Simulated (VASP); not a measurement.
# Sr (Fm-3m) in VASP: further runs

The runs below take Sr through single point, relaxation of cell and atoms, with PBEsol.

Everything below comes from runs of VASP 6.6.1. Logs are shortened: lines on timing, memory, paths and dates and some standing lists are left out, and cuts for length are marked.

## (1) The cell of the first run

The structure is cubic, space group Fm-3m (No. 225). The conventional cell has a = 4.420 Å, b = 4.420 Å, c = 4.420 Å, α = 90.00°, β = 90.00°, γ = 90.00°. Sr (site symmetry m-3m) has 12 Sr at 3.13 Å within 4.1 Å.

## (2) Single point, PBEsol

Input file INCAR:

```
PREC     = Accurate       # precision mode
ENCUT    = 520            # plane-wave cutoff, eV
EDIFF    = 1E-6           # SCF threshold, eV
ISMEAR   = -1             # smearing method
SIGMA    = 0.08           # smearing width, eV
LREAL    = F              # projectors in reciprocal space
LASPH    = T              # aspherical terms in the spheres
NELM     = 80             # most SCF steps
ALGO     = Normal         # electronic algorithm
ISIF     = 2              # what is computed and relaxed
LWAVE    = F              # write WAVECAR
LCHARG   = F              # write CHGCAR
GGA      = PS             # functional
NBANDS   = 11             # bands
```

Input file KPOINTS:

```
Automatic mesh
0
Gamma
  15 15 15
```

Input file POSCAR:

```
Sr
1.0
    0.0000000000      2.2098989536      2.2098989536
    2.2098989536      0.0000000000      2.2098989536
    2.2098989536      2.2098989536      0.0000000000
Sr
1
Direct
    0.0000000000      0.0000000000      0.0000000000
```

Potentials or basis: VASP PAW PBE potentials, release 64 (Sr_sv).

Started as:

```console
$ cat potpaw_PBE.64/Sr_sv/POTCAR > POTCAR
$ mpirun -np 1 vasp_std > vasp.out
```

OUTCAR:

```text
PREC = Accurate
   ENCUT = 520
   EDIFF = 1E-6
   ISMEAR = -1
   LREAL = F
   LASPH = T
   NELM = 80
   ISIF = 2
   GGA = PS

 ion  position               nearest neighbor table
   1  0.000  0.000  0.000-

  LATTYP: Found a face centered cubic cell.
 ALAT       =     4.4197979072

  Lattice vectors:

 A1 = (   0.0000000000,   2.2098989536,   2.2098989536)
 A2 = (   2.2098989536,   0.0000000000,   2.2098989536)
 A3 = (   2.2098989536,   2.2098989536,   0.0000000000)

Analysis of symmetry for initial positions (statically):
=====================================================================
 Subroutine PRICEL returns:
 Original cell was already a primitive cell.

 Routine SETGRP: Setting up the symmetry group for a
 face centered cubic supercell.

 Subroutine GETGRP returns: Found 48 space group operations
 (whereof 48 operations were pure point group operations)
 out of a pool of 48 trial point group operations.

The static configuration has the point symmetry O_h .

Analysis of symmetry for dynamics (positions and initial velocities):
=====================================================================
 Subroutine PRICEL returns:
 Original cell was already a primitive cell.

 Routine SETGRP: Setting up the symmetry group for a
 face centered cubic supercell.

 Subroutine GETGRP returns: Found 48 space group operations
 (whereof 48 operations were pure point group operations)
 out of a pool of 48 trial point group operations.

The dynamic configuration has the point symmetry O_h .

 Subroutine INISYM returns: Found 48 space group operations
 (whereof 48 operations are pure point group operations),
 and found     1 'primitive' translations

----------------------------------------------------------------------------------------

                                     Primitive cell

  volume of cell :      21.5848

  direct lattice vectors                    reciprocal lattice vectors
     0.000000000  2.209898954  2.209898954    -0.226254689  0.226254689  0.226254689
     2.209898954  0.000000000  2.209898954     0.226254689 -0.226254689  0.226254689
     2.209898954  2.209898954  0.000000000     0.226254689  0.226254689 -0.226254689

  length of vectors
     3.125269072  3.125269072  3.125269072     0.391884616  0.391884616  0.391884616

  position of ions in fractional coordinates (direct lattice)
     0.000000000  0.000000000  0.000000000

  ion indices of the primitive-cell ions
   primitive index   ion index
                 1           1

[... 76 lines left out ...]
   NFREE  =      0    steps in history (QN), initial steepest desc. (CG)
   ISIF   =      2    stress and relaxation
   ISYM   =      2    0-nonsym 1-usesym 2-fastsym
   POTIM  = 0.5000    time-step for ionic-motion
   TEBEG  =    0.0;   TEEND  =   0.0 temperature during run
   PSTRESS=    0.0 pullay stress
   NELECT =      10.0000    total number of electrons
   NUPDOWN=      -1.0000    fix difference up-down
   EMIN   =  10.00;   EMAX   =-10.00  energy-range for DOS
   EFERMI =   0.00;   METHOD = LEGACY
   ISMEAR =    -1;   SIGMA  =   0.08  broadening in eV -4-tet -1-fermi 0-gaus
   EFERMI_NEDOS =   21; number of points for ismear=-14 and -15
   IALGO  =     38    algorithm
   IMIX   =      4    mixing-type and parameters
     AMIX     =   0.40;   BMIX     =  1.00
     AMIX_MAG =   1.60;   BMIX_MAG =  1.00
  volume/ion in A,a.u.               =      21.58       145.66
  Fermi-wavevector in a.u.,A,eV,Ry     =   1.266754  2.393819 21.832816  1.604667
  Thomas-Fermi vector in A             =   2.399938
   LORBIT       =      0    0 simple, 1 ext, 2 COOP (PROOUT), +10 PAW based schemes
   GGA     = PS    functional components
   LHFCALC =     F    Hartree Fock is set to
   AEXX    =    0.0000 exact exchange contribution
   IVDW    =     0    specifies the selected vdW correction
   LEPSILON=     F    determine dielectric tensor
   LRPA    =     F    only Hartree local field effects (RPA)
 non-spin polarized calculation
  energy-cutoff  :      520.00
  volume of cell :       21.58
 maximum number of plane-waves:       592
   NGX = 11   NGY = 11   NGZ = 11

 number of electron      10.0000000 magnetization

 Free energy of the ion-electron system (eV)
  ---------------------------------------------------
  ext. energy  EPLUGINS =         0.00000000
  ---------------------------------------------------
  free energy    TOTEN  =         0.16151251 eV

  energy without entropy =        0.18037953  energy(sigma->0) =        0.17094602

 E-fermi :   5.8368     XC(G=0): -11.0455

 val. band max:        5.8308484551   @ k =   0.4000   0.2667   0.0000
 cond. band min:       5.8650957472   @ k =  -0.3333   0.2667   0.0000
 fundamental gap:      0.0342472920
 Fermi energy:         5.8368356426

 k-point     1 :       0.0000    0.0000    0.0000
  band No.  band energies     occupation
      1     -29.8751      2.00000
      2     -10.2730      2.00000
      3     -10.2730      2.00000
      4     -10.2730      2.00000
      5       2.2830      2.00000
      6       9.1777      0.00000
      7       9.1777      0.00000
      8       9.1777      0.00000
      9      13.0130      0.00000
     10      13.0130      0.00000
     11      16.5246      0.00000
[... 309 lines left out ...]
 k-point    24 :       0.2000    0.1333    0.0000
  band No.  band energies     occupation
      1     -29.6672      2.00000
      2     -11.2569      2.00000
      3     -10.5578      2.00000
      4     -10.5328      2.00000
      5       3.9359      2.00000
      6       7.4355      0.00000
      7       9.8865      0.00000
      8      10.2104      0.00000
      9      10.9036      0.00000
     10      13.5507      0.00000
     11      19.7849      0.00000

 [... further k-points ...]

------------------------ aborting loop because EDIFF is reached ----------------------------------------

  FORCE on cell =-STRESS in cart. coord.  units (eV):
  Direction    XX          YY          ZZ          XY          YZ          ZX
  --------------------------------------------------------------------------------------
  -------------------------------------------------------------------------------------
  Total        4.9468983      4.9468983      4.9468983     -0.0000000      0.0000000      0.0000000
  in kB      367.1946265    367.1946265    367.1946265     -0.0000000      0.0000000      0.0000000
  external PRESSURE =     367.1946265 kB  Pullay stress =       0.0000000 kB

 VOLUME and BASIS-vectors are now :
 -----------------------------------------------------------------------------
  energy-cutoff  :      520.00
  volume of cell :       21.58
      direct lattice vectors                 reciprocal lattice vectors
     0.000000000  2.209898954  2.209898954    -0.226254689  0.226254689  0.226254689
     2.209898954  0.000000000  2.209898954     0.226254689 -0.226254689  0.226254689
     2.209898954  2.209898954  0.000000000     0.226254689  0.226254689 -0.226254689

 POSITION                                       TOTAL-FORCE (eV/Angst)
 -----------------------------------------------------------------------------------
      0.00000      0.00000      0.00000         0.000000      0.000000      0.000000
 -----------------------------------------------------------------------------------
    total drift:                                0.000000     -0.000000     -0.000000

  FREE ENERGIE OF THE ION-ELECTRON SYSTEM (eV)
  ---------------------------------------------------
  free  energy   TOTEN  =         0.1615125143 eV

  energy  without entropy=        0.1803795321  energy(sigma->0) =        0.17094602
```

stdout:

```text
POSCAR found type information on POSCAR Sr
 POSCAR found :  1 types and       1 ions
 scaLAPACK will be used
 -----------------------------------------------------------------------------
|                                                                             |
|                                                                             |
|     You enforced a specific xc type in the INCAR file but a different       |
|     I HOPE YOU KNOW WHAT YOU ARE DOING!                                     |
|                                                                             |
 -----------------------------------------------------------------------------

 LDA part: xc-table for (Slater+PW92), standard interpolation
 POSCAR, INCAR and KPOINTS ok, starting setup
 FFT: planning ... GRIDC
 FFT: planning ... GRID_SOFT
 FFT: planning ... GRID
 WAVECAR not read
 entering main loop
```

Run time: 13 s. Hardware: 1 thread of Intel Xeon Platinum 8488C (Sapphire Rapids), shared host; peak memory 0.15 GiB.

Results:

* Free energy: 0.1615 eV
* Pressure: 36.7 GPa
* Band gap on the k mesh: zero (band 5 reaches 6.46 eV, above the bottom of band 6 at 4.61 eV)

Caveat: the PAW data sets were made with another functional, which shifts forces and pressure a little.

## (3) Single point, PBEsol

Input file INCAR:

```
SYSTEM = Sr
PREC = Accurate ; ENCUT = 520
EDIFF = 1E-7 ; ISMEAR = -1
SIGMA = 0.08 ; LREAL = .False.
LASPH = .True. ; NELM = 80
ALGO = Normal ; ISIF = 2
LWAVE = .False. ; LCHARG = .False.
GGA = PS ; NBANDS = 11
```

Input file KPOINTS:

```
Automatic mesh
0
Gamma
  15 15 15
  0 0 0
```

POSCAR is that of step 2.

Potentials or basis: VASP PAW PBE potentials, release 64 (Sr_sv).

Started as:

```console
$ cat potpaw_PBE.64/Sr_sv/POTCAR > POTCAR
$ mpirun -np 1 vasp_std > vasp.out
```

OUTCAR:

```text
SYSTEM = Sr
   PREC = Accurate
   ENCUT = 520
   EDIFF = 1E-7
   ISMEAR = -1
   LREAL = .False.
   LASPH = .True.
   NELM = 80
   ISIF = 2
   GGA = PS

 ion  position               nearest neighbor table
   1  0.000  0.000  0.000-

  LATTYP: Found a face centered cubic cell.
 ALAT       =     4.4197979072

  Lattice vectors:

 A1 = (   0.0000000000,   2.2098989536,   2.2098989536)
 A2 = (   2.2098989536,   0.0000000000,   2.2098989536)
 A3 = (   2.2098989536,   2.2098989536,   0.0000000000)

Analysis of symmetry for initial positions (statically):
=====================================================================
 Subroutine PRICEL returns:
 Original cell was already a primitive cell.

 Routine SETGRP: Setting up the symmetry group for a
 face centered cubic supercell.

 Subroutine GETGRP returns: Found 48 space group operations
 (whereof 48 operations were pure point group operations)
 out of a pool of 48 trial point group operations.

The static configuration has the point symmetry O_h .

Analysis of symmetry for dynamics (positions and initial velocities):
=====================================================================
 Subroutine PRICEL returns:
 Original cell was already a primitive cell.

 Routine SETGRP: Setting up the symmetry group for a
 face centered cubic supercell.

 Subroutine GETGRP returns: Found 48 space group operations
 (whereof 48 operations were pure point group operations)
 out of a pool of 48 trial point group operations.

The dynamic configuration has the point symmetry O_h .

 Subroutine INISYM returns: Found 48 space group operations
 (whereof 48 operations are pure point group operations),
 and found     1 'primitive' translations

----------------------------------------------------------------------------------------

                                     Primitive cell
[... 112 lines left out ...]
  Thomas-Fermi vector in A             =   2.399938
   LORBIT       =      0    0 simple, 1 ext, 2 COOP (PROOUT), +10 PAW based schemes
   GGA     = PS    functional components
   LHFCALC =     F    Hartree Fock is set to
   AEXX    =    0.0000 exact exchange contribution
   IVDW    =     0    specifies the selected vdW correction
   LEPSILON=     F    determine dielectric tensor
   LRPA    =     F    only Hartree local field effects (RPA)
 non-spin polarized calculation
  energy-cutoff  :      520.00
  volume of cell :       21.58
 maximum number of plane-waves:       592
   NGX = 11   NGY = 11   NGZ = 11

 number of electron      10.0000000 magnetization

 Free energy of the ion-electron system (eV)
  ---------------------------------------------------
  ext. energy  EPLUGINS =         0.00000000
  ---------------------------------------------------
  free energy    TOTEN  =         0.16151279 eV

  energy without entropy =        0.18037997  energy(sigma->0) =        0.17094638

 E-fermi :   5.8369     XC(G=0): -11.0455

 val. band max:        5.8308962716   @ k =   0.4000   0.2667   0.0000
 cond. band min:       5.8651479946   @ k =  -0.3333   0.2667   0.0000
 fundamental gap:      0.0342517230
 Fermi energy:         5.8368931929

 k-point     1 :       0.0000    0.0000    0.0000
  band No.  band energies     occupation
      1     -29.8750      2.00000
      2     -10.2729      2.00000
      3     -10.2729      2.00000
      4     -10.2729      2.00000
      5       2.2831      2.00000
      6       9.1778      0.00000
      7       9.1778      0.00000
      8       9.1778      0.00000
      9      13.0130      0.00000
     10      13.0130      0.00000
     11      16.5246      0.00000
[... 309 lines left out ...]
 k-point    24 :       0.2000    0.1333    0.0000
  band No.  band energies     occupation
      1     -29.6671      2.00000
      2     -11.2569      2.00000
      3     -10.5577      2.00000
      4     -10.5327      2.00000
      5       3.9360      2.00000
      6       7.4355      0.00000
      7       9.8865      0.00000
      8      10.2104      0.00000
      9      10.9036      0.00000
     10      13.5508      0.00000
     11      19.7849      0.00000

 [... further k-points ...]

------------------------ aborting loop because EDIFF is reached ----------------------------------------

  FORCE on cell =-STRESS in cart. coord.  units (eV):
  Direction    XX          YY          ZZ          XY          YZ          ZX
  --------------------------------------------------------------------------------------
  -------------------------------------------------------------------------------------
  Total        4.9462279      4.9462279      4.9462279     -0.0000000      0.0000000     -0.0000000
  in kB      367.1448692    367.1448692    367.1448692     -0.0000000      0.0000000     -0.0000000
  external PRESSURE =     367.1448692 kB  Pullay stress =       0.0000000 kB

 VOLUME and BASIS-vectors are now :
 -----------------------------------------------------------------------------
  energy-cutoff  :      520.00
  volume of cell :       21.58
      direct lattice vectors                 reciprocal lattice vectors
     0.000000000  2.209898954  2.209898954    -0.226254689  0.226254689  0.226254689
     2.209898954  0.000000000  2.209898954     0.226254689 -0.226254689  0.226254689
     2.209898954  2.209898954  0.000000000     0.226254689  0.226254689 -0.226254689

 POSITION                                       TOTAL-FORCE (eV/Angst)
 -----------------------------------------------------------------------------------
      0.00000      0.00000      0.00000        -0.000000     -0.000000     -0.000000
 -----------------------------------------------------------------------------------
    total drift:                                0.000000      0.000000      0.000000

  FREE ENERGIE OF THE ION-ELECTRON SYSTEM (eV)
  ---------------------------------------------------
  free  energy   TOTEN  =         0.1615127905 eV

  energy  without entropy=        0.1803799723  energy(sigma->0) =        0.17094638
```

OSZICAR:

```text
N       E                     dE             d eps       ncg     rms          rms(c)
DAV:   1     0.348988617040E+02    0.34899E+02   -0.57400E+03  2672   0.899E+02
DAV:   2     0.105378639856E+01   -0.33845E+02   -0.32981E+02  3165   0.172E+02
DAV:   3     0.785729291168E-01   -0.97521E+00   -0.95051E+00  3407   0.216E+01
DAV:   4     0.535418207581E-01   -0.25031E-01   -0.24984E-01  3132   0.337E+00
DAV:   5     0.527781420978E-01   -0.76368E-03   -0.76357E-03  3497   0.449E-01    0.209E+01
DAV:   6     0.139916399841E+00    0.87138E-01   -0.95852E-02  3462   0.180E+00    0.120E+01
DAV:   7     0.162018686228E+00    0.22102E-01   -0.12063E-01  3713   0.186E+00    0.125E+00
DAV:   8     0.161435564587E+00   -0.58312E-03   -0.75150E-03  2949   0.692E-01    0.241E-01
DAV:   9     0.161508910196E+00    0.73346E-04   -0.17760E-04  3228   0.108E-01    0.910E-02
DAV:  10     0.161512392680E+00    0.34825E-05   -0.18250E-05  3282   0.469E-02    0.203E-02
DAV:  11     0.161512505688E+00    0.11301E-06   -0.15329E-06  4154   0.534E-03    0.473E-03
DAV:  12     0.161512759124E+00    0.25344E-06   -0.50964E-08  1752   0.260E-03    0.778E-04
DAV:  13     0.161512790473E+00    0.31348E-07   -0.30095E-09  1521   0.535E-04
   1 F= 0.16151279E+00 E0= 0.17094638E+00  d E =-.188672E-01
```

Wall time 17 s (1 thread of Intel Xeon Platinum 8488C (Sapphire Rapids), shared host); peak memory 0.15 GiB.

What came out:

```yaml
Free_energy: 0.1615 eV
Pressure: 36.7 GPa
Band_gap_on_the_k_mesh: zero (band 5 reaches 6.46 eV, above the bottom of band 6 at 4.61 eV)
```

Caveat: the PAW data sets were made with another functional, which shifts forces and pressure a little.

(Part 1 of 3 ends here.)
